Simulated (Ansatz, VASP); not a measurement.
# Te in VASP and in Ansatz

File INCAR:

```
SYSTEM = Te
PREC = Accurate
ENCUT = 500
EDIFF = 1E-6
ISMEAR = 0
SIGMA = 0.01
LREAL = .FALSE.
LASPH = .TRUE.
NELM = 120
ALGO = Normal
ISIF = 2
LWAVE = .FALSE.
LCHARG = .TRUE.
GGA = PE
IVDW = 12
LELF = .TRUE.
LVHAR = .TRUE.
NBANDS = 16
GGA_COMPAT = .FALSE.
```

Contents of KPOINTS:

```
regular mesh
0
G
  9 9 6
  0 0 0
```

POSCAR

```
Te
1.0
    4.4540000000      0.0000000000      0.0000000000
   -2.2270000000      3.8572771485      0.0000000000
    0.0000000000      0.0000000000      5.9240000000
Te
3
Direct
    0.2690000000      0.0000000000      0.3333333333
    0.0000000000      0.2690000000      0.6666666667
    0.7310000000      0.7310000000      0.0000000000
```

Input for Ansatz:

```yaml
crystal:
  lattice:
    - [4.454, 0.0, 0.0]
    - [-2.227, 3.8572771485, 0.0]
    - [0.0, 0.0, 5.924]
  atoms:
    - { symbol: Te, position: [0.269, 0.0, 0.3333333333] }
    - { symbol: Te, position: [0.0, 0.269, 0.6666666667] }
    - { symbol: Te, position: [0.731, 0.731, 0.0] }
basis:
  ecutwfc: 520
kpoints:
  mp_grid: { grid: [9, 9, 6] }
hamiltonian:
  xc: pbe
  dispersion: d3bj
scf:
  occupations: { method: gaussian, width: 0.01 }
output:
  forces: true
  stress: true
  eigenvalues: true
```

Alike in both runs: task single point; functional PBE; dispersion D3(BJ); k mesh 9 × 9 × 6; occupations gaussian, width 0.01 eV; no spin polarisation.

|  | VASP | Ansatz |
| --- | --- | --- |
| version | VASP 6.6.1 | Ansatz 0.2.0 |
| potentials or method | VASP PAW PBE potentials, release 64 (Te), cutoff 500 eV | scalar-relativistic, plane waves, PAW |
| valence electrons in the cell | 18 | 48 |

Ansatz gave:

```
gap on the k mesh at the Fermi level (eV)                     : 0.19
least direct gap on the mesh (eV)                             : 0.19
pressure (GPa)                                                : -0.7
traceless stress, the component that is largest in VASP (GPa) : 0.30
rms of the force components (eV/Å)                            : 0.088
```

Estimate VASP's values.

gap on the k mesh at the Fermi level (eV): 0.17; least direct gap on the mesh (eV): 0.17; pressure (GPa): -0.7; traceless stress, the component that is largest in VASP (GPa): 0.31; rms of the force components (eV/Å): 0.096.

Atom by atom the forces differ by 0.007 eV/Å (rms over components). VASP's potentials hold 18 valence electrons a cell and Ansatz's 48, so a difference there can come from the potentials and not from the codes.

Spin-orbit coupling is off throughout.
